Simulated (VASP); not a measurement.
# SrO (P6_3/mmc) in VASP: further runs

The runs below take SrO through single point, with r2SCAN.

All numbers are computed with VASP 6.6.1; they aren't measurements. Logs are shortened: lines on timing, memory, paths and dates and some standing lists are left out, and cuts for length are marked.

**1. The cell of the first run**

Symmetry: P6_3/mmc, No. 194, hexagonal system. The conventional cell has a = 3.600 Å, b = 3.600 Å, c = 6.299 Å, α = 90.00°, β = 90.00°, γ = 120.00°. Within 3.4 Å of Sr (site symmetry -6m2) lie 6 O at 2.61 Å. O (site symmetry -3m) has 6 Sr at 2.61 Å and 2 O at 3.15 Å within 3.4 Å.

**2. Single point, r2SCAN**

Input file POSCAR:

```
SrO
1.0
    3.6000472431      0.0000000000      0.0000000000
   -1.8000236215      3.1177323673      0.0000000000
    0.0000000000      0.0000000000      6.2991199937
Sr O
2 2
Direct
    0.6666666667      0.3333333333      0.7500000000
    0.3333333333      0.6666666667      0.2500000000
    0.0000000000      0.0000000000      0.5000000000
    0.0000000000      0.0000000000      0.0000000000
```

Input file INCAR.step1:

```
SYSTEM = SrO
  ALGO = Normal
  EDIFF = 1E-4
  ENCUT = 520
  GGA = PE
  ISMEAR = -1
  LASPH = .True.
  LCHARG = .False.
  LREAL = .False.
  LWAVE = .True.
  NBANDS = 24
  NELM = 80
  PREC = Accurate
  SIGMA = 0.05
```

Input file INCAR.step2:

```
SYSTEM = SrO
  ALGO = Normal
  EDIFF = 1E-6
  ENCUT = 520
  ISIF = 2
  ISMEAR = -1
  ISTART = 1
  LASPH = .True.
  LCHARG = .False.
  LMIXTAU = .True.
  LREAL = .False.
  LWAVE = .False.
  METAGGA = R2SCAN
  NBANDS = 24
  NELM = 80
  PREC = Accurate
  SIGMA = 0.05
```

Input file KPOINTS:

```
k-points
0
Gamma
  9 9 5
  0 0 0
```

Potentials or basis: VASP PAW PBE potentials, release 64 (Sr_sv, O).

Command:

```console
$ cat potpaw_PBE.64/Sr_sv/POTCAR potpaw_PBE.64/O/POTCAR > POTCAR
$ cp INCAR.step1 INCAR
$ mpirun -np 1 vasp_std > vasp.out
$ cp INCAR.step2 INCAR
$ mpirun -np 1 vasp_std > vasp.out
```

OUTCAR:

```text
SYSTEM = SrO
   EDIFF = 1E-6
   ENCUT = 520
   ISIF = 2
   ISMEAR = -1
   ISTART = 1
   LASPH = .True.
   LREAL = .False.
   METAGGA = R2SCAN
   NELM = 80
   PREC = Accurate

 ion  position               nearest neighbor table
   1  0.667  0.333  0.750-   3 2.61   4 2.61   3 2.61   4 2.61   3 2.61   4 2.61   2 3.77   2 3.77
                             2 3.77   2 3.77   2 3.77   2 3.77
   2  0.333  0.667  0.250-   3 2.61   4 2.61   3 2.61   4 2.61   3 2.61   4 2.61   1 3.77   1 3.77
                             1 3.77   1 3.77   1 3.77   1 3.77
   3  0.000  0.000  0.500-   1 2.61   2 2.61   2 2.61   1 2.61   1 2.61   2 2.61
   4  0.000  0.000  0.000-   1 2.61   2 2.61   2 2.61   1 2.61   1 2.61   2 2.61

  LATTYP: Found a hexagonal cell.
 ALAT       =     3.6000472431
 C/A-ratio  =     1.7497325919

  Lattice vectors:

 A1 = (   3.6000472431,   0.0000000000,   0.0000000000)
 A2 = (  -1.8000236215,   3.1177323673,   0.0000000000)
 A3 = (   0.0000000000,   0.0000000000,   6.2991199937)

Analysis of symmetry for initial positions (statically):
=====================================================================
 Subroutine PRICEL returns:
 Original cell was already a primitive cell.

 Routine SETGRP: Setting up the symmetry group for a
 hexagonal supercell.

 Subroutine GETGRP returns: Found 24 space group operations
 (whereof 12 operations were pure point group operations)
 out of a pool of 24 trial point group operations.

The static configuration has the point symmetry D_3d.
 The point group associated with its full space group is D_6h.

Analysis of symmetry for dynamics (positions and initial velocities):
=====================================================================
 Subroutine PRICEL returns:
 Original cell was already a primitive cell.

 Routine SETGRP: Setting up the symmetry group for a
 hexagonal supercell.

 Subroutine GETGRP returns: Found 24 space group operations
 (whereof 12 operations were pure point group operations)
 out of a pool of 24 trial point group operations.

The dynamic configuration has the point symmetry D_3d.
 The point group associated with its full space group is D_6h.

 Subroutine INISYM returns: Found 24 space group operations
 (whereof 12 operations are pure point group operations),
 and found     1 'primitive' translations

----------------------------------------------------------------------------------------

                                     Primitive cell

  volume of cell :      70.7012

  direct lattice vectors                    reciprocal lattice vectors
     3.600047243  0.000000000  0.000000000     0.277774133  0.160372970  0.000000000
    -1.800023622  3.117732367  0.000000000     0.000000000  0.320745940  0.000000000
     0.000000000  0.000000000  6.299119994     0.000000000  0.000000000  0.158752334

  length of vectors
     3.600047243  3.600047243  6.299119994     0.320745940  0.320745940  0.158752334

  position of ions in fractional coordinates (direct lattice)
     0.666666667  0.333333333  0.750000000
     0.333333333  0.666666667  0.250000000
     0.000000000  0.000000000  0.500000000
     0.000000000  0.000000000  0.000000000

  ion indices of the primitive-cell ions
   primitive index   ion index
                 1           1
                 2           2
                 3           3
                 4           4

----------------------------------------------------------------------------------------

 KPOINTS: k-points

Automatic generation of k-mesh.
 Grid dimensions read from file:
 generate k-points for:    9    9    5

 Generating k-lattice:

  Cartesian coordinates                     Fractional coordinates (reciprocal lattice)
     0.030863793  0.017819219  0.000000000     0.111111111 -0.000000000  0.000000000
     0.000000000  0.035638438  0.000000000     0.000000000  0.111111111  0.000000000
     0.000000000  0.000000000  0.031750467     0.000000000  0.000000000  0.200000000

  Length of vectors
     0.035638438  0.035638438  0.031750467

  Shift w.r.t. Gamma in fractional coordinates (k-lattice)
     0.000000000  0.000000000  0.000000000

 Subroutine IBZKPT returns following result:
 ===========================================

 Found     36 irreducible k-points:

 Following reciprocal coordinates:
            Coordinates               Weight
  0.000000  0.000000  0.000000      1.000000
  0.111111  0.000000  0.000000      6.000000
  0.222222  0.000000  0.000000      6.000000
  0.333333  0.000000  0.000000      6.000000
  0.444444  0.000000  0.000000      6.000000
  0.111111  0.111111  0.000000      6.000000
[... 16 lines left out ...]
  0.333333  0.222222  0.200000     24.000000
  0.333333  0.333333  0.200000      4.000000
 [... further k-points ...]
   k-points           NKPTS =     36   k-points in BZ     NKDIM =     36   number of bands    NBANDS=     24
   number of dos      NEDOS =    301   number of ions     NIONS =      4
   total plane-waves  NPLWV =  37632
   dimension x,y,z NGX =    28 NGY =   28 NGZ =   48
   dimension x,y,z NGXF=    56 NGYF=   56 NGZF=   96
   ions per type =               2   2
   NGX,Y,Z   is equivalent  to a cutoff of  12.93, 12.93, 12.67 a.u.
   NGXF,Y,Z  is equivalent  to a cutoff of  25.86, 25.86, 25.34 a.u.
 SYSTEM =  SrO
   PREC   = accura    normal or accurate (medium, high low for compatibility)
   ISTART =      1    job   : 0-new  1-cont  2-samecut
   ICHARG =      0    charge: 1-file 2-atom 10-const
   ISPIN  =      1    spin polarized calculation?
   LNONCOLLINEAR =      F non collinear calculations
   LSORBIT =      F    spin-orbit coupling
   LASPH  =      T    aspherical Exc in radial PAW
   ENCUT  =  520.0 eV  38.22 Ry    6.18 a.u.   6.69  6.69 11.71*2*pi/ulx,y,z
   NELM   =     80;   NELMIN=  2; NELMDL=  0     # of ELM steps
   EDIFF  = 0.1E-05   stopping-criterion for ELM
   LREAL  =      F    real-space projection
   EDIFFG = 0.1E-04   stopping-criterion for IOM
   NSW    =      0    number of steps for IOM
   IBRION =     -1    ionic relax: 0-MD 1-quasi-New 2-CG
   NFREE  =      0    steps in history (QN), initial steepest desc. (CG)
   ISIF   =      2    stress and relaxation
   ISYM   =      2    0-nonsym 1-usesym 2-fastsym
   POTIM  = 0.5000    time-step for ionic-motion
   TEBEG  =    0.0;   TEEND  =   0.0 temperature during run
   PSTRESS=    0.0 pullay stress
   NELECT =      32.0000    total number of electrons
   NUPDOWN=      -1.0000    fix difference up-down
   EMIN   =  10.00;   EMAX   =-10.00  energy-range for DOS
   EFERMI =   0.00;   METHOD = LEGACY
   ISMEAR =    -1;   SIGMA  =   0.05  broadening in eV -4-tet -1-fermi 0-gaus
   EFERMI_NEDOS =   21; number of points for ismear=-14 and -15
   IALGO  =     38    algorithm
   IMIX   =      4    mixing-type and parameters
     AMIX     =   0.40;   BMIX     =  1.00
     AMIX_MAG =   1.60;   BMIX_MAG =  1.00
  volume/ion in A,a.u.               =      17.68       119.28
  Fermi-wavevector in a.u.,A,eV,Ry     =   1.256944  2.375279 21.495949  1.579908
  Thomas-Fermi vector in A             =   2.390627
   LORBIT       =      0    0 simple, 1 ext, 2 COOP (PROOUT), +10 PAW based schemes
   METAGGA = R2SCAN    functional components
   LHFCALC =     F    Hartree Fock is set to
   AEXX    =    0.0000 exact exchange contribution
   IVDW    =     0    specifies the selected vdW correction
   LEPSILON=     F    determine dielectric tensor
   LRPA    =     F    only Hartree local field effects (RPA)
 non-spin polarized calculation
  energy-cutoff  :      520.00
  volume of cell :       70.70
 maximum number of plane-waves:      1931
 NGX is ok and might be reduce to    28
   NGX = 13   NGY = 13   NGZ = 23

 number of electron      31.9999998 magnetization

 Free energy of the ion-electron system (eV)
  ---------------------------------------------------
  ext. energy  EPLUGINS =         0.00000000
  ---------------------------------------------------
  free energy    TOTEN  =       -53.72172238 eV

  energy without entropy =      -53.72172238  energy(sigma->0) =      -53.72172238

 E-fermi :   2.7648     XC(G=0): -10.3754

 val. band max:        1.7126579216   @ k =   0.0000   0.0000   0.0000
 cond. band min:       5.1486114208   @ k =   0.0000   0.0000   0.0000
 fundamental gap:      3.4359534992
 Fermi energy:         2.7647701439

 k-point     1 :       0.0000    0.0000    0.0000
  band No.  band energies     occupation
      1     -32.5078      2.00000
      2     -32.4171      2.00000
      3     -16.0326      2.00000
      4     -14.7133      2.00000
      5     -13.6070      2.00000
      6     -13.6070      2.00000
[... 16 lines left out ...]
     23       9.5781      0.00000
     24      10.3323      0.00000

 k-point     2 :       0.1111    0.0000    0.0000
  band No.  band energies     occupation
      1     -32.4942      2.00000
      2     -32.4088      2.00000
      3     -15.9425      2.00000
      4     -14.9365      2.00000
      5     -13.7041      2.00000
      6     -13.6449      2.00000
[... 16 lines left out ...]
     23       9.7774      0.00000
     24      10.0369      0.00000

 k-point     3 :       0.2222    0.0000    0.0000
  band No.  band energies     occupation
      1     -32.4589      2.00000
      2     -32.3882      2.00000
      3     -15.6836      2.00000
      4     -15.3525      2.00000
      5     -13.9333      2.00000
      6     -13.7244      2.00000
[... 16 lines left out ...]
     23      10.1134      0.00000
     24      10.3016      0.00000

 k-point     4 :       0.3333    0.0000    0.0000
  band No.  band energies     occupation
      1     -32.4162      2.00000
      2     -32.3666      2.00000
      3     -15.7191      2.00000
      4     -15.2953      2.00000
      5     -14.1799      2.00000
      6     -13.8054      2.00000
[... 16 lines left out ...]
     23      10.8207      0.00000
     24      10.9204      0.00000

 k-point     5 :       0.4444    0.0000    0.0000
  band No.  band energies     occupation
      1     -32.3848      2.00000
      2     -32.3557      2.00000
      3     -15.9273      2.00000
      4     -14.8972      2.00000
      5     -14.3339      2.00000
      6     -13.8718      2.00000
[... 16 lines left out ...]
     23      11.4876      0.00000
     24      11.9526      0.00000

 k-point     6 :       0.1111    0.1111    0.0000
  band No.  band energies     occupation
      1     -32.4697      2.00000
      2     -32.3943      2.00000
      3     -15.7679      2.00000
      4     -15.2362      2.00000
      5     -13.8775      2.00000
      6     -13.6734      2.00000
[... 16 lines left out ...]
     23       9.8575      0.00000
     24       9.9712      0.00000
[... 379 lines left out ...]
 k-point    21 :       0.4444    0.1111    0.2000
  band No.  band energies     occupation
      1     -32.3736      2.00000
      2     -32.3557      2.00000
      3     -15.8915      2.00000
      4     -15.0518      2.00000
      5     -14.0386      2.00000
      6     -13.9746      2.00000
[... 16 lines left out ...]
     23      11.3821      0.00000
     24      11.6575      0.00000

 k-point    22 :       0.2222    0.2222    0.2000
  band No.  band energies     occupation
      1     -32.3927      2.00000
      2     -32.3617      2.00000
      3     -15.7629      2.00000
      4     -15.1949      2.00000
      5     -14.0971      2.00000
      6     -13.9389      2.00000
[... 16 lines left out ...]
     23      11.0707      0.00000
     24      11.2596      0.00000

 k-point    23 :       0.3333    0.2222    0.2000
  band No.  band energies     occupation
      1     -32.3685      2.00000
      2     -32.3536      2.00000
      3     -15.8672      2.00000
      4     -14.9753      2.00000
      5     -14.1004      2.00000
      6     -14.0746      2.00000
[... 16 lines left out ...]
     23      11.2878      0.00000
     24      11.6921      0.00000

 k-point    24 :       0.3333    0.3333    0.2000
  band No.  band energies     occupation
      1     -32.3554      2.00000
      2     -32.3554      2.00000
      3     -15.8811      2.00000
      4     -14.8609      2.00000
      5     -14.1806      2.00000
      6     -14.1806      2.00000
[... 16 lines left out ...]
     23      11.6121      0.00000
     24      11.6121      0.00000

 [... further k-points ...]

------------------------ aborting loop because EDIFF is reached ----------------------------------------

  FORCE on cell =-STRESS in cart. coord.  units (eV):
  Direction    XX          YY          ZZ          XY          YZ          ZX
  --------------------------------------------------------------------------------------
  -------------------------------------------------------------------------------------
  Total       -1.3177991     -1.3177991     -1.5738789     -0.0000000      0.0000000      0.0000000
  in kB      -29.8629621    -29.8629621    -35.6660475     -0.0000000      0.0000000      0.0000000
  external PRESSURE =     -31.7973239 kB  Pullay stress =       0.0000000 kB

 VOLUME and BASIS-vectors are now :
 -----------------------------------------------------------------------------
  energy-cutoff  :      520.00
  volume of cell :       70.70
      direct lattice vectors                 reciprocal lattice vectors
     3.600047243  0.000000000  0.000000000     0.277774133  0.160372970  0.000000000
    -1.800023622  3.117732367  0.000000000     0.000000000  0.320745940  0.000000000
     0.000000000  0.000000000  6.299119994     0.000000000  0.000000000  0.158752334

 POSITION                                       TOTAL-FORCE (eV/Angst)
 -----------------------------------------------------------------------------------
      1.80002      1.03924      4.72434        -0.000000     -0.000000      0.000000
     -0.00000      2.07849      1.57478         0.000000     -0.000000     -0.000000
      0.00000      0.00000      3.14956        -0.000000      0.000000      0.000000
      0.00000      0.00000      0.00000        -0.000000      0.000000      0.000000
 -----------------------------------------------------------------------------------
    total drift:                               -0.000000      0.000000     -0.000000

  FREE ENERGIE OF THE ION-ELECTRON SYSTEM (eV)
  ---------------------------------------------------
  free  energy   TOTEN  =       -53.7217223753 eV

  energy  without entropy=      -53.7217223753  energy(sigma->0) =      -53.72172238
```

Run time: 3.3 min. Hardware: 1 thread of Intel Xeon Platinum 8259CL at 2.50GHz (Skylake/Cascade Lake), shared host; peak memory 0.22 GiB.

Results:

- Free energy: -53.7217 eV
- Pressure: -3.2 GPa
- Band gap on the k mesh: 3.44 eV, direct

Levels at points of the mesh, in eV from the valence-band top:
```tsv
k point	band 12	band 13	band 14	band 15	band 16	band 17	band 18	band 19	band 20	band 21
(0.00, 0.00, 0.00)	-0.97	-0.97	-0.73	-0.73	0.00	3.44	5.34	5.63	6.64	6.64
```

Caveat: the PAW data sets were made with another functional, which shifts forces and pressure a little. r2SCAN opens gaps a little over a GGA but as a rule still falls short of measured ones.

**3. Single point, r2SCAN**

This run uses another cell than the first one, of 18.02 Å³/atom, 1.019 times its volume.

Input file POSCAR:

```
SrO
1.0
    3.6229780985      0.0000000000      0.0000000000
   -1.8114890493      3.1375910707      0.0000000000
    0.0000000000      0.0000000000      6.3392428589
Sr O
2 2
Direct
    0.6666666667      0.3333333333      0.7500000000
    0.3333333333      0.6666666667      0.2500000000
    0.0000000000      0.0000000000      0.5000000000
    0.0000000000      0.0000000000      0.0000000000
```

Input file INCAR.step1:

```
ALGO     = Normal         # electronic algorithm
EDIFF    = 1E-4           # SCF threshold, eV
ENCUT    = 520            # plane-wave cutoff, eV
GGA      = PE             # functional
ISMEAR   = -1             # smearing method
LASPH    = True           # aspherical terms in the spheres
LCHARG   = False          # write CHGCAR
LREAL    = False          # projectors in reciprocal space
LWAVE    = True           # write WAVECAR
NBANDS   = 24             # bands
NELM     = 60             # most SCF steps
PREC     = Accurate       # precision mode
SIGMA    = 0.05           # smearing width, eV
```

Input file INCAR.step2:

```
ALGO     = Normal         # electronic algorithm
EDIFF    = 1E-7           # SCF threshold, eV
ENCUT    = 520            # plane-wave cutoff, eV
ISIF     = 2              # what is computed and relaxed
ISMEAR   = -1             # smearing method
ISTART   = 1            
LASPH    = True           # aspherical terms in the spheres
LCHARG   = False          # write CHGCAR
LMIXTAU  = True         
LREAL    = False          # projectors in reciprocal space
LWAVE    = False          # write WAVECAR
METAGGA  = R2SCAN         # meta-GGA
NBANDS   = 24             # bands
NELM     = 60             # most SCF steps
PREC     = Accurate       # precision mode
SIGMA    = 0.05           # smearing width, eV
```

Input file KPOINTS:

```
k-points
0
Gamma
  9 9 5
```

Potentials or basis: VASP PAW PBE potentials, release 64 (Sr_sv, O).

Command:

```console
$ cat potpaw_PBE.64/Sr_sv/POTCAR potpaw_PBE.64/O/POTCAR > POTCAR
$ cp INCAR.step1 INCAR
$ mpirun -np 1 vasp_std > vasp.out
$ cp INCAR.step2 INCAR
$ mpirun -np 1 vasp_std > vasp.out
```

It took 3.7 min on 1 thread of Intel Xeon Platinum 8259CL at 2.50GHz (Skylake/Cascade Lake), shared host; peak memory 0.22 GiB.

Results (log left out):

- Free energy: -53.6898 eV
- Pressure: -4.6 GPa
- Band gap on the k mesh: 3.33 eV, direct

Stress tensor (GPa, compression positive):
```
-4.30  0.00  0.00
 0.00 -4.30  0.00
 0.00  0.00 -5.12
```

Levels at points of the mesh, in eV from the valence-band top:
```csv
k point,band 12,band 13,band 14,band 15,band 16,band 17,band 18,band 19,band 20,band 21
"(0.00, 0.00, 0.00)",-0.94,-0.94,-0.70,-0.70,0.00,3.33,5.29,5.61,6.60,6.60
```

Caveat: the PAW data sets were made with another functional, which shifts forces and pressure a little.
